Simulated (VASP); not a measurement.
# CaSe (Fm-3m) in VASP: a series of runs

Aim: see how the results for CaSe move with the level of theory and the settings. Levels: PBE, HSE06, PBE0. Tasks: single point.

Everything below comes from runs of VASP 6.6.1. Logs are shortened: lines on timing, memory, paths and dates and some standing lists are left out, and cuts for length are marked.

## (1) The cell of the first run

The structure is cubic, space group Fm-3m (No. 225). Conventional cell: a = 5.912 Å, b = 5.912 Å, c = 5.912 Å, α = 90.00°, β = 90.00°, γ = 90.00°. Ca (site symmetry m-3m) has 6 Se at 2.96 Å within 3.9 Å. Se (site symmetry m-3m) has 6 Ca at 2.96 Å within 3.9 Å.

## (2) Single point, PBE

Input file INCAR:

```
SYSTEM = CaSe
PREC = Accurate ; ENCUT = 500
EDIFF = 1E-6 ; ISMEAR = 0
SIGMA = 0.01 ; LREAL = .False.
LASPH = .True. ; NELM = 120
ALGO = Normal ; ISIF = 2
LWAVE = .False. ; LCHARG = .True.
GGA = PE ; LELF = .True.
LVHAR = .True. ; NBANDS = 15
GGA_COMPAT = .False.
```

Input file KPOINTS:

```
regular mesh
0
Gamma
  2 2 2
  0 0 0
```

Input file POSCAR:

```
CaSe
1.0
    0.0000000000      2.9560000000      2.9560000000
    2.9560000000      0.0000000000      2.9560000000
    2.9560000000      2.9560000000      0.0000000000
Ca Se
1 1
Direct
    0.0000000000      0.0000000000      0.0000000000
    0.5000000000      0.5000000000      0.5000000000
```

Potentials or basis: VASP PAW PBE potentials, release 64 (Ca_sv, Se).

Command:

```console
$ cat potpaw_PBE.64/Ca_sv/POTCAR potpaw_PBE.64/Se/POTCAR > POTCAR
$ mpirun -np 1 vasp_std > vasp.out
```

OUTCAR:

```text
SYSTEM = CaSe
   PREC = Accurate
   ENCUT = 500
   EDIFF = 1E-6
   ISMEAR = 0
   LREAL = .False.
   LASPH = .True.
   NELM = 120
   ISIF = 2
   GGA = PE

 ion  position               nearest neighbor table
   1  0.000  0.000  0.000-   2 2.96   2 2.96   2 2.96   2 2.96   2 2.96   2 2.96
   2  0.500  0.500  0.500-   1 2.96   1 2.96   1 2.96   1 2.96   1 2.96   1 2.96

  LATTYP: Found a face centered cubic cell.
 ALAT       =     5.9120000000

  Lattice vectors:

 A1 = (   0.0000000000,   2.9560000000,   2.9560000000)
 A2 = (   2.9560000000,   0.0000000000,   2.9560000000)
 A3 = (   2.9560000000,   2.9560000000,   0.0000000000)

Analysis of symmetry for initial positions (statically):
=====================================================================
 Subroutine PRICEL returns:
 Original cell was already a primitive cell.

 Routine SETGRP: Setting up the symmetry group for a
 face centered cubic supercell.

 Subroutine GETGRP returns: Found 48 space group operations
 (whereof 48 operations were pure point group operations)
 out of a pool of 48 trial point group operations.

The static configuration has the point symmetry O_h .

Analysis of symmetry for dynamics (positions and initial velocities):
=====================================================================
 Subroutine PRICEL returns:
 Original cell was already a primitive cell.

 Routine SETGRP: Setting up the symmetry group for a
 face centered cubic supercell.

 Subroutine GETGRP returns: Found 48 space group operations
 (whereof 48 operations were pure point group operations)
 out of a pool of 48 trial point group operations.

The dynamic configuration has the point symmetry O_h .

 Subroutine INISYM returns: Found 48 space group operations
 (whereof 48 operations are pure point group operations),
 and found     1 'primitive' translations

----------------------------------------------------------------------------------------

                                     Primitive cell

  volume of cell :      51.6587

  direct lattice vectors                    reciprocal lattice vectors
     0.000000000  2.956000000  2.956000000    -0.169147497  0.169147497  0.169147497
     2.956000000  0.000000000  2.956000000     0.169147497 -0.169147497  0.169147497
     2.956000000  2.956000000  0.000000000     0.169147497  0.169147497 -0.169147497

  length of vectors
     4.180415290  4.180415290  4.180415290     0.292972058  0.292972058  0.292972058

  position of ions in fractional coordinates (direct lattice)
     0.000000000  0.000000000  0.000000000
     0.500000000  0.500000000  0.500000000
[... 66 lines left out ...]
   NELECT =      16.0000    total number of electrons
   NUPDOWN=      -1.0000    fix difference up-down
   EMIN   =  10.00;   EMAX   =-10.00  energy-range for DOS
   EFERMI =   0.00;   METHOD = LEGACY
   ISMEAR =     0;   SIGMA  =   0.01  broadening in eV -4-tet -1-fermi 0-gaus
   EFERMI_NEDOS =   21; number of points for ismear=-14 and -15
   IALGO  =     38    algorithm
   IMIX   =      4    mixing-type and parameters
     AMIX     =   0.40;   BMIX     =  1.00
     AMIX_MAG =   1.60;   BMIX_MAG =  1.00
  volume/ion in A,a.u.               =      25.83       174.30
  Fermi-wavevector in a.u.,A,eV,Ry     =   1.107645  2.093145 16.692666  1.226876
  Thomas-Fermi vector in A             =   2.244161
   LORBIT       =      0    0 simple, 1 ext, 2 COOP (PROOUT), +10 PAW based schemes
   GGA     = PE    functional components
   LHFCALC =     F    Hartree Fock is set to
   AEXX    =    0.0000 exact exchange contribution
   IVDW    =     0    specifies the selected vdW correction
   LEPSILON=     F    determine dielectric tensor
   LRPA    =     F    only Hartree local field effects (RPA)
 non-spin polarized calculation
 Gauss-broadening in eV      SIGMA  =   0.01
  energy-cutoff  :      500.00
  volume of cell :       51.66
 maximum number of plane-waves:      1363
   NGX = 15   NGY = 15   NGZ = 15

 number of electron      15.9999998 magnetization

 Free energy of the ion-electron system (eV)
  ---------------------------------------------------
  ext. energy  EPLUGINS =         0.00000000
  ---------------------------------------------------
  free energy    TOTEN  =        -8.77366990 eV

  energy without entropy =       -8.77366990  energy(sigma->0) =       -8.77366990

 E-fermi :   2.8850     XC(G=0):  -9.0697

 val. band max:        2.7033536523   @ k =   0.0000   0.0000   0.0000
 cond. band min:       4.5305535536   @ k =   0.5000   0.5000   0.0000
 fundamental gap:      1.8271999013
 Fermi energy:         2.8850229553

 k-point     1 :       0.0000    0.0000    0.0000
  band No.  band energies     occupation
      1     -37.3681      2.00000
      2     -18.3595      2.00000
      3     -18.3595      2.00000
      4     -18.3595      2.00000
      5      -9.0579      2.00000
      6       2.7034      2.00000
      7       2.7034      2.00000
      8       2.7034      2.00000
      9       5.9781      0.00000
     10       6.1702      0.00000
     11       6.1702      0.00000
     12       6.1702      0.00000
     13       6.7204      0.00000
     14       6.7204      0.00000
[... 23 lines left out ...]
      2     -18.4408      2.00000
      3     -18.3922      2.00000
      4     -18.3922      2.00000
      5      -8.4547      2.00000
      6       0.1148      2.00000
      7       1.7382      2.00000
      8       1.7382      2.00000
      9       4.5306      0.00000
     10       7.4720      0.00000
     11       7.5898      0.00000
     12       8.4507      0.00000
     13       8.4507      0.00000
     14       8.4669      0.00000
     15      12.8489      0.00000

------------------------ aborting loop because EDIFF is reached ----------------------------------------

  FORCE on cell =-STRESS in cart. coord.  units (eV):
  Direction    XX          YY          ZZ          XY          YZ          ZX
  --------------------------------------------------------------------------------------
  -------------------------------------------------------------------------------------
  Total        1.5009665      1.5009665      1.5009665      0.0000000      0.0000000     -0.0000000
  in kB       46.5519940     46.5519940     46.5519940      0.0000000      0.0000000     -0.0000000
  external PRESSURE =      46.5519940 kB  Pullay stress =       0.0000000 kB

 VOLUME and BASIS-vectors are now :
 -----------------------------------------------------------------------------
  energy-cutoff  :      500.00
  volume of cell :       51.66
      direct lattice vectors                 reciprocal lattice vectors
     0.000000000  2.956000000  2.956000000    -0.169147497  0.169147497  0.169147497
     2.956000000  0.000000000  2.956000000     0.169147497 -0.169147497  0.169147497
     2.956000000  2.956000000  0.000000000     0.169147497  0.169147497 -0.169147497

 POSITION                                       TOTAL-FORCE (eV/Angst)
 -----------------------------------------------------------------------------------
      0.00000      0.00000      0.00000         0.000000      0.000000      0.000000
      2.95600      2.95600      2.95600        -0.000000      0.000000     -0.000000
 -----------------------------------------------------------------------------------
    total drift:                               -0.000000      0.000000      0.000000

  FREE ENERGIE OF THE ION-ELECTRON SYSTEM (eV)
  ---------------------------------------------------
  free  energy   TOTEN  =        -8.7736699042 eV

  energy  without entropy=       -8.7736699042  energy(sigma->0) =       -8.77366990
```

stdout:

```text
POSCAR found type information on POSCAR CaSe
 POSCAR found :  2 types and       2 ions
 scaLAPACK will be used
 LDA part: xc-table for (Slater+PW92), standard interpolation
 POSCAR, INCAR and KPOINTS ok, starting setup
 FFT: planning ... GRIDC
 FFT: planning ... GRID_SOFT
 FFT: planning ... GRID
 WAVECAR not read
 entering main loop
```

Run time: 12 s. Hardware: 1 thread of Intel Xeon 8259CL, shared host; peak memory 0.16 GiB.

What came out:

```yaml
Free_energy: -8.7737 eV
Pressure: 4.7 GPa
Band_gap_on_the_k_mesh: 1.83 eV (least direct gap 2.79 eV)
```

Caveat: the k points lie up to 0.92 Å⁻¹ apart, too coarse for converged energies, forces and pressures. A hybrid or GW would open this gap; PBE tends to underestimate it.

## (3) Single point, HSE06

POSCAR is that of step 2.

Input file INCAR.step1:

```
SYSTEM = CaSe
PREC = Accurate
ENCUT = 400
EDIFF = 1E-5
ISMEAR = 0
SIGMA = 0.01
LREAL = .False.
LASPH = .True.
NELM = 120
ALGO = Normal
ISIF = 2
LWAVE = .True.
LCHARG = .False.
NBANDS = 15
GGA = PE
GGA_COMPAT = .False.
```

Input file INCAR.step2:

```
SYSTEM = CaSe
PREC = Accurate
ENCUT = 400
EDIFF = 1E-6
ISMEAR = 0
SIGMA = 0.01
LREAL = .False.
LASPH = .True.
NELM = 120
ALGO = Normal
ISIF = 2
LWAVE = .False.
LCHARG = .False.
GGA = PE
LHFCALC = .True.
HFSCREEN = 0.2079
PRECFOCK = Normal
NBANDS = 15
ISTART = 1
GGA_COMPAT = .False.
```

KPOINTS is that of step 2.

Potentials or basis: VASP PAW PBE potentials, release 64 (Ca_sv, Se).

Command:

```console
$ cat potpaw_PBE.64/Ca_sv/POTCAR potpaw_PBE.64/Se/POTCAR > POTCAR
$ cp INCAR.step1 INCAR
$ mpirun -np 1 vasp_std > vasp.out
$ cp INCAR.step2 INCAR
$ mpirun -np 1 vasp_std > vasp.out
```

Wall time 71 s (1 thread of Intel Xeon 8259CL, shared host); peak memory 0.25 GiB.

It converged, with:

```
Free energy            : -10.1090 eV
Pressure               : 3.5 GPa
Band gap on the k mesh : 3.00 eV (least direct gap 4.02 eV)
```

Levels at points of the mesh, in eV from the valence-band top:
| k point | band 4 | band 5 | band 6 | band 7 | band 8 | band 9 | band 10 | band 11 | band 12 | band 13 |
| --- | --- | --- | --- | --- | --- | --- | --- | --- | --- | --- |
| (0.00, 0.00, 0.00) | -22.51 | -12.75 | 0.00 | 0.00 | 0.00 | 4.45 | 4.87 | 4.87 | 4.87 | 5.48 |
| (0.50, 0.00, 0.00) | -22.52 | -11.95 | -3.52 | -1.26 | -1.26 | 5.48 | 6.90 | 6.98 | 6.98 | 9.11 |
| (0.50, 0.50, 0.00) | -22.55 | -12.07 | -2.73 | -1.02 | -1.02 | 3.00 | 6.05 | 6.37 | 7.54 | 7.61 |

Caveat: the k points lie up to 0.92 Å⁻¹ apart, too coarse for converged energies, forces and pressures; the PAW data sets were made with another functional, which shifts forces and pressure a little. A k mesh can miss the band edges.

## (4) Single point, PBE0

POSCAR is that of step 3.

Input file INCAR.step1:

```
  PREC = Accurate
  ENCUT = 400
  EDIFF = 1E-5
  ISMEAR = 0
  SIGMA = 0.01
  LREAL = F
  LASPH = T
  NELM = 120
  ALGO = Normal
  ISIF = 2
  LWAVE = T
  LCHARG = F
  NBANDS = 15
  GGA = PE
  GGA_COMPAT = F
```

Input file INCAR.step2:

```
  PREC = Accurate
  ENCUT = 400
  EDIFF = 1E-6
  ISMEAR = 0
  SIGMA = 0.01
  LREAL = F
  LASPH = T
  NELM = 120
  ALGO = Normal
  ISIF = 2
  LWAVE = F
  LCHARG = F
  GGA = PE
  LHFCALC = T
  AEXX = 0.25
  PRECFOCK = Normal
  NBANDS = 15
  ISTART = 1
  GGA_COMPAT = F
```

Input file KPOINTS:

```
regular mesh
0
Gamma
  2 2 2
```

Command:

```console
$ cat potpaw_PBE.64/Ca_sv/POTCAR potpaw_PBE.64/Se/POTCAR > POTCAR
$ cp INCAR.step1 INCAR
$ mpirun -np 1 vasp_std > vasp.out
$ cp INCAR.step2 INCAR
$ mpirun -np 1 vasp_std > vasp.out
```

Wall time 50 s (1 thread of Intel Xeon 8259CL, shared host); peak memory 0.16 GiB.

It converged, with:

- Free energy: -10.7867 eV
- Pressure: 3.4 GPa
- Band gap on the k mesh: 3.80 eV (least direct gap 4.83 eV)

Levels at points of the mesh, in eV from the valence-band top:
```tsv
k point	band 6	band 7	band 8	band 9	band 10	band 11
(0.00, 0.00, 0.00)	0.00	0.00	0.00	5.24	5.70	5.70
(0.50, 0.00, 0.00)	-3.53	-1.26	-1.26	6.27	7.73	7.82
(0.50, 0.50, 0.00)	-2.74	-1.03	-1.03	3.80	6.86	7.20
```

Caveat: the k points lie up to 0.92 Å⁻¹ apart, too coarse for converged energies, forces and pressures; the PAW data sets were made with another functional, which shifts forces and pressure a little. A k mesh can miss the band edges.

## (5) Overview

```tsv
level	cutoff (eV)	grid for exact exchange (PRECFOCK)	share of exact exchange	screening parameter	gap on the mesh (eV)	pressure (GPa)
PBE	500	-	-	-	1.83	4.7
HSE06	400	Normal	0.25	0.2079 1/Å	3.00	3.5
PBE0	400	Normal	0.25	-	3.80	3.4
```

Alike in all rows: task single point; potentials or basis VASP PAW PBE potentials, release 64 (Ca_sv, Se); no spin polarisation; cell as given; k mesh 2 × 2 × 2; smearing gaussian 0.01 eV.

Caveats: all runs use coarse meshes; the PAW data sets were made with another functional, which shifts forces and pressure a little (at least some runs).

Total energies depend on the potentials used, so only differences within one code and one set of settings carry meaning.
